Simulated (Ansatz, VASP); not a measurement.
## Pb in VASP and in Ansatz

```
Pb
1.0
     3.45242    0.00000    0.00000
    -1.72621    2.98988    0.00000
     0.00000    0.00000   11.26058
Pb
4
Direct
  0.66667 0.33333 0.75000
  0.00000 0.00000 0.50000
  0.33333 0.66667 0.25000
  0.00000 0.00000 0.00000
```

Change from the starting cell: volume scaled by 0.94.

Alike in both runs: task single point; functional PBEsol; k mesh 9 × 9 × 3; occupations fermi-dirac, width 0.05 eV; no spin polarisation.

|  | VASP | Ansatz |
| --- | --- | --- |
| version | VASP 6.6.1 | Ansatz 0.2.0 |
| potentials or method | VASP PAW PBE potentials, release 64 (Pb_d), cutoff 520 eV | all-electron LAPW, scalar-relativistic |

```csv
,VASP,Ansatz,Ansatz less VASP
gap on the k mesh at the Fermi level (eV),none,none,-
pressure (GPa),1.4,1.5,+0.10
"traceless stress, the component that is largest in VASP (GPa)",0.41,0.41,+0.002
```

VASP's potentials were made for PBE, not for PBEsol. A gap of «none» marks a metal or a gap that the smearing closes. Ansatz ran all-electron here, and VASP with PAW potentials.

Neither program's run includes spin-orbit coupling.
